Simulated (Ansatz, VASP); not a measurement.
One calculation of HfC, two programs

INCAR

```
SYSTEM = HfC
PREC = Accurate
ENCUT = 600
EDIFF = 1E-6
ISMEAR = -1
SIGMA = 0.05
LREAL = .False.
LASPH = .True.
NELM = 80
ALGO = Normal
ISIF = 3
LWAVE = .False.
LCHARG = .False.
GGA = PE
IVDW = 12
IBRION = 2
NSW = 80
EDIFFG = -0.02
```

Contents of KPOINTS:

```
Automatic mesh
0
Gamma
  10 10 10
  0 0 0
```

Contents of POSCAR:

```
HfC
1.0
    0.0000000000      2.3250000000      2.3250000000
    2.3250000000      0.0000000000      2.3250000000
    2.3250000000      2.3250000000      0.0000000000
Hf C
1 1
Direct
    0.5000000000      0.5000000000      0.5000000000
    0.0000000000      0.0000000000      0.0000000000
```

Contents of input.yaml:

```yaml
crystal:
  lattice:
    - [0.0, 2.325, 2.325]
    - [2.325, 0.0, 2.325]
    - [2.325, 2.325, 0.0]
  atoms:
    - { symbol: Hf, position: [0.5, 0.5, 0.5] }
    - { symbol: C, position: [0.0, 0.0, 0.0] }
kpoints:
  mp_grid: { grid: [10, 10, 10] }
scf:
  occupations: { method: fermi_dirac, width: 0.05 }
hamiltonian:
  xc: pbe
  dispersion: d3bj
  pseudopotentials: { kind: all_electron, lapw: { basis_error: 0.001 } }
output:
  forces: true
  stress: true
relax:
  f_tol: 0.02
  max_steps: 60
  cell: {}
```

Alike in both runs: task relaxation of cell and atoms; functional PBE; dispersion D3(BJ); k mesh 10 × 10 × 10; occupations fermi-dirac, width 0.05 eV; no spin polarisation.

```csv
,VASP,Ansatz
version,VASP 6.6.1,Ansatz 0.2.0
potentials or method,"VASP PAW PBE potentials, release 64 (Hf_pv, C), cutoff 600 eV","all-electron LAPW, scalar-relativistic"
```

```tsv
	VASP	Ansatz	Ansatz less VASP
relaxed volume (Å³/atom)	12.29	12.33	+0.034
relaxed cell length with the largest relative difference (Å)	3.264	3.267	+0.0030
```

Ansatz ran all-electron here, and VASP with PAW potentials.

Spin-orbit coupling is off throughout.
